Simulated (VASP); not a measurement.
# SnTe (Fm-3m) in VASP: settings compared

SnTe is run at these levels: HF, HSE06; tasks: single point.

Everything below comes from runs of VASP 6.6.1. Logs are shortened: lines on timing, memory, paths and dates and some standing lists are left out, and cuts for length are marked.

## Step 1: The cell of the first run

Symmetry: Fm-3m, No. 225, cubic system. The conventional cell has a = 6.217 Å, b = 6.217 Å, c = 6.217 Å, α = 90.00°, β = 90.00°, γ = 90.00°. Within 4.1 Å of Te (site symmetry m-3m) lie 6 Sn at 3.11 Å. Sn (site symmetry m-3m) has 6 Te at 3.11 Å within 4.1 Å.

## Step 2: Single point, HF

POSCAR reads:

```
SnTe
1.0
    0.0000000000      3.1082657258      3.1082657258
    3.1082657258      0.0000000000      3.1082657258
    3.1082657258      3.1082657258      0.0000000000
Te Sn
1 1
Direct
    0.5000000000      0.5000000000      0.5000000000
    0.0000000000      0.0000000000      0.0000000000
```

INCAR.step1 reads:

```
PREC = Accurate
ENCUT = 520
EDIFF = 1E-5
ISMEAR = -1
SIGMA = 0.05
LREAL = F
LASPH = T
NELM = 100
ALGO = Normal
ISIF = 2
LWAVE = T
LCHARG = F
GGA = PE
NBANDS = 17
```

INCAR.step2 reads:

```
PREC = Accurate
ENCUT = 520
EDIFF = 1E-6
ISMEAR = -1
SIGMA = 0.05
LREAL = F
LASPH = T
NELM = 100
ALGO = Normal
ISIF = 2
LWAVE = F
LCHARG = F
GGA = PE
LHFCALC = T
AEXX = 1.0
ALDAC = 0.0
AGGAC = 0.0
PRECFOCK = Normal
ISTART = 1
NBANDS = 17
```

KPOINTS reads:

```
Automatic mesh
0
Gamma
  4 4 4
```

Potentials or basis: VASP PAW PBE potentials, release 64 (Te, Sn_d).

The run is started by

```console
$ cat potpaw_PBE.64/Te/POTCAR potpaw_PBE.64/Sn_d/POTCAR > POTCAR
$ cp INCAR.step1 INCAR
$ mpirun -np 1 vasp_std > vasp.out
$ cp INCAR.step2 INCAR
$ mpirun -np 1 vasp_std > vasp.out
```

OUTCAR:

```text
PREC = Accurate
   ENCUT = 520
   EDIFF = 1E-6
   ISMEAR = -1
   LREAL = F
   LASPH = T
   NELM = 100
   ISIF = 2
   GGA = PE
   LHFCALC = T
   AEXX = 1.0
   PRECFOCK = Normal
   ISTART = 1

 ion  position               nearest neighbor table
   1  0.500  0.500  0.500-   2 3.11   2 3.11   2 3.11   2 3.11   2 3.11   2 3.11
   2  0.000  0.000  0.000-   1 3.11   1 3.11   1 3.11   1 3.11   1 3.11   1 3.11

  LATTYP: Found a face centered cubic cell.
 ALAT       =     6.2165314516

  Lattice vectors:

 A1 = (   0.0000000000,   3.1082657258,   3.1082657258)
 A2 = (   3.1082657258,   0.0000000000,   3.1082657258)
 A3 = (   3.1082657258,   3.1082657258,   0.0000000000)

Analysis of symmetry for initial positions (statically):
=====================================================================
 Subroutine PRICEL returns:
 Original cell was already a primitive cell.

 Routine SETGRP: Setting up the symmetry group for a
 face centered cubic supercell.

 Subroutine GETGRP returns: Found 48 space group operations
 (whereof 48 operations were pure point group operations)
 out of a pool of 48 trial point group operations.

The static configuration has the point symmetry O_h .

Analysis of symmetry for dynamics (positions and initial velocities):
=====================================================================
 Subroutine PRICEL returns:
 Original cell was already a primitive cell.

 Routine SETGRP: Setting up the symmetry group for a
 face centered cubic supercell.

 Subroutine GETGRP returns: Found 48 space group operations
 (whereof 48 operations were pure point group operations)
 out of a pool of 48 trial point group operations.

The dynamic configuration has the point symmetry O_h .

 Subroutine INISYM returns: Found 48 space group operations
 (whereof 48 operations are pure point group operations),
 and found     1 'primitive' translations

----------------------------------------------------------------------------------------

                                     Primitive cell

  volume of cell :      60.0599

  direct lattice vectors                    reciprocal lattice vectors
     0.000000000  3.108265726  3.108265726    -0.160861408  0.160861408  0.160861408
     3.108265726  0.000000000  3.108265726     0.160861408 -0.160861408  0.160861408
     3.108265726  3.108265726  0.000000000     0.160861408  0.160861408 -0.160861408

  length of vectors
     4.395751545  4.395751545  4.395751545     0.278620131  0.278620131  0.278620131

  position of ions in fractional coordinates (direct lattice)
     0.500000000  0.500000000  0.500000000
     0.000000000  0.000000000  0.000000000

  ion indices of the primitive-cell ions
   primitive index   ion index
                 1           1
                 2           2

----------------------------------------------------------------------------------------

 KPOINTS: Automatic mesh

Automatic generation of k-mesh.
 Grid dimensions read from file:
 generate k-points for:    4    4    4

 Generating k-lattice:

  Cartesian coordinates                     Fractional coordinates (reciprocal lattice)
    -0.040215352  0.040215352  0.040215352     0.250000000  0.000000000  0.000000000
     0.040215352 -0.040215352  0.040215352     0.000000000  0.250000000  0.000000000
     0.040215352  0.040215352 -0.040215352     0.000000000  0.000000000  0.250000000

  Length of vectors
     0.069655033  0.069655033  0.069655033

  Shift w.r.t. Gamma in fractional coordinates (k-lattice)
     0.000000000  0.000000000  0.000000000

 Subroutine IBZKPT returns following result:
 ===========================================

 Found      8 irreducible k-points:

 Following reciprocal coordinates:
            Coordinates               Weight
  0.000000  0.000000  0.000000      1.000000
  0.250000  0.000000  0.000000      8.000000
  0.500000  0.000000  0.000000      4.000000
  0.250000  0.250000  0.000000      6.000000
  0.500000  0.250000  0.000000     24.000000
 -0.250000  0.250000  0.000000     12.000000
  0.500000  0.500000  0.000000      3.000000
 -0.250000  0.500000  0.250000      6.000000
   k-points           NKPTS =      8   k-points in BZ     NKDIM =     64   number of bands    NBANDS=     17
   number of dos      NEDOS =    301   number of ions     NIONS =      2
   total plane-waves  NPLWV =  46656
   dimension x,y,z NGX =    36 NGY =   36 NGZ =   36
   dimension x,y,z NGXF=    72 NGYF=   72 NGZF=   72
   ions per type =               1   1
   NGX,Y,Z   is equivalent  to a cutoff of  13.62, 13.62, 13.62 a.u.
   NGXF,Y,Z  is equivalent  to a cutoff of  27.23, 27.23, 27.23 a.u.
 SYSTEM =  unknown system
   PREC   = accura    normal or accurate (medium, high low for compatibility)
   ISTART =      1    job   : 0-new  1-cont  2-samecut
   ICHARG =      0    charge: 1-file 2-atom 10-const
   ISPIN  =      1    spin polarized calculation?
   LNONCOLLINEAR =      F non collinear calculations
   LSORBIT =      F    spin-orbit coupling
   LASPH  =      T    aspherical Exc in radial PAW
   ENCUT  =  520.0 eV  38.22 Ry    6.18 a.u.   8.17  8.17  8.17*2*pi/ulx,y,z
   NELM   =    100;   NELMIN=  2; NELMDL=  0     # of ELM steps
   EDIFF  = 0.1E-05   stopping-criterion for ELM
   LREAL  =      F    real-space projection
   EDIFFG = 0.1E-04   stopping-criterion for IOM
   NSW    =      0    number of steps for IOM
   IBRION =     -1    ionic relax: 0-MD 1-quasi-New 2-CG
   NFREE  =      0    steps in history (QN), initial steepest desc. (CG)
   ISIF   =      2    stress and relaxation
   ISYM   =      3    0-nonsym 1-usesym 2-fastsym
   POTIM  = 0.5000    time-step for ionic-motion
   TEBEG  =    0.0;   TEEND  =   0.0 temperature during run
   PSTRESS=    0.0 pullay stress
   NELECT =      20.0000    total number of electrons
   NUPDOWN=      -1.0000    fix difference up-down
   EMIN   =  10.00;   EMAX   =-10.00  energy-range for DOS
   EFERMI =   0.00;   METHOD = LEGACY
   ISMEAR =    -1;   SIGMA  =   0.05  broadening in eV -4-tet -1-fermi 0-gaus
   EFERMI_NEDOS =   21; number of points for ismear=-14 and -15
   IALGO  =     38    algorithm
   IMIX   =      1    mixing-type and parameters
     AMIX     =   0.40;   BMIX     =  1.00
     AMIX_MAG =   1.60;   BMIX_MAG =  1.00
  volume/ion in A,a.u.               =      30.03       202.65
  Fermi-wavevector in a.u.,A,eV,Ry     =   1.134723  2.144316 17.518825  1.287597
  Thomas-Fermi vector in A             =   2.271428
   LORBIT       =      0    0 simple, 1 ext, 2 COOP (PROOUT), +10 PAW based schemes
   GGA     = PE    functional components
   LHFCALC =     T    Hartree Fock is set to
   PRECFOCK=normal    Normal, Fast or Accurate (Low or Medium for compatibility)
   ENCUT4O =  -1.0   cutoff for four orbital integrals eV
   NKREDX  =     1    reduce k-point grid by
   NKREDY  =     1    reduce k-point grid by
   NKREDZ  =     1    reduce k-point grid by
   AEXX    =    1.0000 exact exchange contribution
   HFSCREEN=    0.0000 screening length (either q_TF or 0.3 A-1)
   HFSCREENC=   0.0000 screening length for correlation (either q_TF or 0.3 A-1)
   ENCUTFOCK=  -1.0 apply spherical cutoff to Coloumb kernel
   IVDW    =     0    specifies the selected vdW correction
   LEPSILON=     F    determine dielectric tensor
   LRPA    =     F    only Hartree local field effects (RPA)
 non-spin polarized calculation
  energy-cutoff  :      520.00
  volume of cell :       60.06
 maximum number of plane-waves:      1639
 NGX is ok and might be reduce to    36
  NGX = 28; NGY = 28; NGZ = 28

 number of electron      19.9999997 magnetization

 Free energy of the ion-electron system (eV)
  ---------------------------------------------------
  ext. energy  EPLUGINS =         0.00000000
  ---------------------------------------------------
  free energy    TOTEN  =       -17.18272840 eV

  energy without entropy =      -17.18272840  energy(sigma->0) =      -17.18272840

 E-fermi :   8.8485     XC(G=0):   0.0000

 val. band max:        7.6599614032   @ k =   0.5000   0.0000   0.0000
 cond. band min:       9.9167177228   @ k =   0.5000   0.0000   0.0000
 fundamental gap:      2.2567563197
 Fermi energy:         8.8484698301

 k-point     1 :       0.0000    0.0000    0.0000
  band No.  band energies     occupation
      1     -24.6330      2.00000
      2     -24.6330      2.00000
      3     -24.5883      2.00000
      4     -24.5883      2.00000
      5     -24.5883      2.00000
      6     -12.0659      2.00000
      7       0.6576      2.00000
      8       2.7652      2.00000
      9       2.7652      2.00000
     10       2.7652      2.00000
     11      15.6668      0.00000
     12      15.6668      0.00000
     13      15.6668      0.00000
     14      16.5464      0.00000
     15      16.5464      0.00000
     16      16.5464      0.00000
     17      19.1053      0.00000

 k-point     2 :       0.2500    0.0000    0.0000
  band No.  band energies     occupation
      1     -24.6390      2.00000
      2     -24.6390      2.00000
      3     -24.5883      2.00000
      4     -24.5846      2.00000
      5     -24.5846      2.00000
      6     -11.2823      2.00000
      7      -3.1576      2.00000
      8       2.9384      2.00000
      9       2.9384      2.00000
     10       5.6668      2.00000
     11      12.5455      0.00000
     12      12.7109      0.00000
     13      12.7109      0.00000
     14      17.0002      0.00000
     15      18.1907      0.00000
     16      18.1907      0.00000
     17      22.2439      0.00000

 k-point     3 :       0.5000    0.0000    0.0000
  band No.  band energies     occupation
      1     -24.6454      2.00000
      2     -24.6454      2.00000
      3     -24.5879      2.00000
      4     -24.5805      2.00000
      5     -24.5805      2.00000
      6      -9.9627      2.00000
      7      -5.9667      2.00000
      8       3.1692      2.00000
      9       3.1692      2.00000
     10       7.6600      2.00000
     11       9.9167      0.00000
     12      11.0137      0.00000
     13      11.0137      0.00000
     14      20.6469      0.00000
     15      20.7124      0.00000
     16      21.8676      0.00000
     17      21.8676      0.00000

 k-point     4 :       0.2500    0.2500    0.0000
  band No.  band energies     occupation
      1     -24.6497      2.00000
      2     -24.6303      2.00000
      3     -24.5910      2.00000
      4     -24.5818      2.00000
      5     -24.5818      2.00000
      6     -11.0312      2.00000
      7      -2.4773      2.00000
      8       1.4581      2.00000
      9       1.4581      2.00000
     10       3.8732      2.00000
     11      12.7855      0.00000
     12      14.2817      0.00000
     13      16.2719      0.00000
     14      16.2719      0.00000
     15      20.1037      0.00000
     16      20.3746      0.00000
     17      20.3746      0.00000

 k-point     5 :       0.5000    0.2500    0.0000
  band No.  band energies     occupation
      1     -24.6542      2.00000
      2     -24.6363      2.00000
      3     -24.5888      2.00000
      4     -24.5798      2.00000
      5     -24.5777      2.00000
      6      -9.7669      2.00000
      7      -4.7276      2.00000
      8      -0.0148      2.00000
      9       1.4957      2.00000
     10       3.2310      2.00000
     11      13.7151      0.00000
     12      14.1791      0.00000
     13      15.8388      0.00000
     14      16.5221      0.00000
     15      21.1442      0.00000
     16      22.2773      0.00000
     17      22.3900      0.00000

 k-point     6 :      -0.2500    0.2500    0.0000
  band No.  band energies     occupation
      1     -24.6444      2.00000
      2     -24.6440      2.00000
      3     -24.5855      2.00000
      4     -24.5829      2.00000
      5     -24.5810      2.00000
      6     -10.1938      2.00000
      7      -4.5936      2.00000
      8      -0.0863      2.00000
      9       3.0033      2.00000
     10       5.7202      2.00000
     11      11.5417      0.00000
     12      11.7163      0.00000
     13      16.2209      0.00000
     14      18.6864      0.00000
     15      18.7219      0.00000
     16      20.6684      0.00000
     17      20.7419      0.00000

 k-point     7 :       0.5000    0.5000    0.0000
  band No.  band energies     occupation
      1     -24.6635      2.00000
      2     -24.6277      2.00000
      3     -24.5936      2.00000
      4     -24.5749      2.00000
      5     -24.5749      2.00000
      6      -9.4643      2.00000
      7      -2.3854      2.00000
      8      -2.3470      2.00000
      9       0.4252      2.00000
     10       0.4253      2.00000
     11      13.2052      0.00000
     12      17.8869      0.00000
     13      17.8869      0.00000
     14      19.7487      0.00000
     15      19.9259      0.00000
     16      21.9737      0.00000
     17      24.0888      0.00000

 k-point     8 :      -0.2500    0.5000    0.2500
  band No.  band energies     occupation
      1     -24.6546      2.00000
      2     -24.6382      2.00000
      3     -24.5845      2.00000
      4     -24.5845      2.00000
      5     -24.5749      2.00000
      6      -9.3040      2.00000
      7      -4.1585      2.00000
      8      -1.2191      2.00000
      9      -1.2191      2.00000
     10       5.2466      2.00000
     11      11.5431      0.00000
     12      16.6095      0.00000
     13      16.6095      0.00000
     14      19.2768      0.00000
     15      19.2768      0.00000
     16      20.3455      0.00000
     17      24.6409      0.00000

------------------------ aborting loop because EDIFF is reached ----------------------------------------

  FORCE on cell =-STRESS in cart. coord.  units (eV):
  Direction    XX          YY          ZZ          XY          YZ          ZX
  --------------------------------------------------------------------------------------
  -------------------------------------------------------------------------------------
  Total        2.0734036      2.0734036      2.0734036     -0.0000000      0.0000000      0.0000000
  in kB       55.3108093     55.3108093     55.3108093     -0.0000000      0.0000000      0.0000000
  external PRESSURE =      55.3108093 kB  Pullay stress =       0.0000000 kB

 VOLUME and BASIS-vectors are now :
 -----------------------------------------------------------------------------
  energy-cutoff  :      520.00
  volume of cell :       60.06
      direct lattice vectors                 reciprocal lattice vectors
     0.000000000  3.108265726  3.108265726    -0.160861408  0.160861408  0.160861408
     3.108265726  0.000000000  3.108265726     0.160861408 -0.160861408  0.160861408
     3.108265726  3.108265726  0.000000000     0.160861408  0.160861408 -0.160861408

 POSITION                                       TOTAL-FORCE (eV/Angst)
 -----------------------------------------------------------------------------------
      3.10827      3.10827      3.10827         0.000000      0.000000      0.000000
      0.00000      0.00000      0.00000        -0.000000     -0.000000     -0.000000
 -----------------------------------------------------------------------------------
    total drift:                                0.000017      0.000022      0.000020

  FREE ENERGIE OF THE ION-ELECTRON SYSTEM (eV)
  ---------------------------------------------------
  free  energy   TOTEN  =       -17.1827284027 eV

  energy  without entropy=      -17.1827284026  energy(sigma->0) =      -17.18272840
```

It took 27 min on 1 thread of Intel Xeon Platinum 8259CL at 2.50GHz (Skylake/Cascade Lake), shared host; peak memory 0.21 GiB.

Results:

| Item | Value |
| --- | --- |
| Free energy | -17.1827 eV |
| Pressure | 5.5 GPa |
| Band gap on the k mesh | 2.26 eV |

Caveat: the k points lie up to 0.44 Å⁻¹ apart; the PAW data sets were made with another functional, which shifts forces and pressure a little; spin-orbit coupling is left out, which moves the levels of the heavy elements.

## Step 3: Single point, HF

This run uses another cell than the first one, of 30.66 Å³/atom.

POSCAR reads:

```
SnTe
1.0
    0.0000000000      3.1297027185      3.1297027185
    3.1297027185      0.0000000000      3.1297027185
    3.1297027185      3.1297027185      0.0000000000
Te Sn
1 1
Direct
    0.5000000000      0.5000000000      0.5000000000
    0.0000000000      0.0000000000      0.0000000000
```

INCAR.step1 reads:

```
SYSTEM = SnTe
PREC = Accurate ; ENCUT = 520
EDIFF = 1E-5 ; ISMEAR = -1
SIGMA = 0.05 ; LREAL = .FALSE.
LASPH = .TRUE. ; NELM = 60
ALGO = Normal ; ISIF = 2
LWAVE = .TRUE. ; GGA = PE
NBANDS = 17
```

INCAR.step2 reads:

```
SYSTEM = SnTe
PREC = Accurate ; ENCUT = 520
EDIFF = 1E-6 ; ISMEAR = -1
SIGMA = 0.05 ; LREAL = .FALSE.
LASPH = .TRUE. ; NELM = 60
ALGO = Normal ; ISIF = 2
LWAVE = .FALSE. ; LCHARG = .TRUE.
GGA = PE ; LHFCALC = .TRUE.
AEXX = 1.0 ; ALDAC = 0.0
AGGAC = 0.0 ; PRECFOCK = Normal
LELF = .TRUE. ; LVHAR = .TRUE.
ISTART = 1 ; NBANDS = 17
```

KPOINTS reads:

```
regular mesh
0
G
  4 4 4
  0 0 0
```

Potentials or basis: VASP PAW PBE potentials, release 64 (Te, Sn_d).

The run is started by

```console
$ cat potpaw_PBE.64/Te/POTCAR potpaw_PBE.64/Sn_d/POTCAR > POTCAR
$ cp INCAR.step1 INCAR
$ mpirun -np 1 vasp_std > vasp.out
$ cp INCAR.step2 INCAR
$ mpirun -np 1 vasp_std > vasp.out
```

It took 28 min on 1 thread of Intel Xeon Platinum 8259CL at 2.50GHz (Skylake/Cascade Lake), shared host; peak memory 0.21 GiB.

It converged, with:

| Item | Value |
| --- | --- |
| Free energy | -17.2216 eV |
| Pressure | 4.3 GPa |
| Band gap on the k mesh | 2.07 eV |

Levels at points of the mesh, in eV from the valence-band top:
```csv
k point,band 8,band 9,band 10,band 11,band 12,band 13
"(0.00, 0.00, 0.00)",-4.88,-4.88,-4.88,7.88,7.88,7.88
"(0.50, 0.00, 0.00)",-4.49,-4.49,0.00,2.07,3.35,3.35
"(0.50, 0.50, 0.00)",-9.90,-7.15,-7.15,5.57,10.03,10.03
```

Caveat: the k points lie up to 0.43 Å⁻¹ apart; the PAW data sets were made with another functional, which shifts forces and pressure a little; spin-orbit coupling is left out, which moves the levels of the heavy elements.

[end of part 1 of 3]
